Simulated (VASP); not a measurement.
The system is Mo.

```
CELL_PARAMETERS angstrom
-1.58043 1.58043 1.58043
1.58043 -1.58043 1.58043
1.58043 1.58043 -1.58043
ATOMIC_POSITIONS crystal
Mo 0.00000 0.00000 0.00000
```

Base run:

| Item | Value |
| --- | --- |
| Program | VASP 6.6.1 |
| Functional | r2SCAN |
| Potentials or basis | VASP PAW PBE potentials, release 64 (Mo_sv) |
| Cutoff | 520 eV |
| k mesh | 24 × 24 × 24 |
| Occupations | gaussian, width 0.1 eV |
| Spin | no spin polarisation |

Its results: band gap on the k mesh zero (band 7 reaches 16.47 eV, above the bottom of band 8 at 10.98 eV); pressure -1.4 GPa.

**Question.** The run is repeated on the same cell with these changes: functional from r2SCAN to PBE; further incar settings from ALGO = Normal; EDIFF = 1e-06; NBANDS = 13 to ALGO = Fast; EDIFF = 1e-06; NBANDS = 13. What comes out?

**Answer.** Band gap on the k mesh zero (band 7 reaches 16.35 eV, above the bottom of band 8 at 11.09 eV); pressure 0.6 GPa.

Caveats: the PAW data sets were made with another functional, which shifts forces and pressure a little (some runs).
